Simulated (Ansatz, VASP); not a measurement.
# BN: VASP beside Ansatz

The input INCAR:

```
ALGO = Normal ; EDIFF = 1E-6
EDIFFG = -0.01 ; ENCUT = 600
GGA = PE ; IBRION = 2
ISIF = 3 ; ISMEAR = -1
IVDW = 13 ; LASPH = True
LCHARG = False ; LREAL = False
LWAVE = False ; NELM = 100
NSW = 60 ; PREC = Accurate
SIGMA = 0.05
```

Contents of KPOINTS:

```
k-points
0
Gamma
  12 12 6
```

The input POSCAR:

```
BN
1.0
    2.5539396017      0.0000000000      0.0000000000
   -1.2769698009      2.2117765748      0.0000000000
    0.0000000000      0.0000000000      4.2268550000
N B
2 2
Direct
    0.3333333333      0.6666666667      0.1252760000
    0.6666666667      0.3333333333      0.6252760000
    0.3333333333      0.6666666667      0.4997240000
    0.6666666667      0.3333333333      0.9997240000
```

input.yaml

```yaml
crystal:
  lattice:
    - [2.5539396017, 0.0, 0.0]
    - [-1.2769698009, 2.2117765748, 0.0]
    - [0.0, 0.0, 4.226855]
  atoms:
    - { symbol: "N", position: [0.3333333333, 0.6666666667, 0.125276] }
    - { symbol: "N", position: [0.6666666667, 0.3333333333, 0.625276] }
    - { symbol: B, position: [0.3333333333, 0.6666666667, 0.499724] }
    - { symbol: B, position: [0.6666666667, 0.3333333333, 0.999724] }
hamiltonian:
  xc: pbe
  pseudopotentials: { kind: paw }
  dispersion: d4
kpoints:
  mp_grid: { grid: [12, 12, 6] }
scf:
  occupations: { method: fermi_dirac, width: 0.05 }
output:
  forces: true
  stress: true
  eigenvalues: true
  write_density: true
  write_potential: true
  elf: true
  volumetric_format: npy
relax:
  f_tol: 0.01
  max_steps: 40
  cell: { stress_tol: 0.05 }
```

Alike in both runs: task relaxation of cell and atoms; functional PBE; dispersion D4; k mesh 12 × 12 × 6; occupations fermi-dirac, width 0.05 eV; no spin polarisation.

|  | VASP | Ansatz |
| --- | --- | --- |
| version | VASP 6.6.1 | Ansatz 0.2.0 |
| potentials or method | VASP PAW PBE potentials, release 64 (N, B) | Ansatz PAW |
| plane-wave cutoff (eV) | 600 | 420 |
| valence electrons in the cell | 16 | 16 |

|  | VASP | Ansatz | Ansatz less VASP |
| --- | --- | --- | --- |
| gap on the k mesh at the Fermi level, each at its own relaxed structure (eV) | 5.18 | 5.20 | +0.019 |
| relaxed volume (Å³/atom) | 5.88 | 5.88 | 0.000 |
| relaxed cell length with the largest relative difference (Å) | 4.204 | 4.204 | +0.0002 |

Noted on Ansatz's run: Pulay correction over one GPa; the plane-wave basis is chosen anew once the cell has moved, so the energies of steps on either side of that aren't comparable.
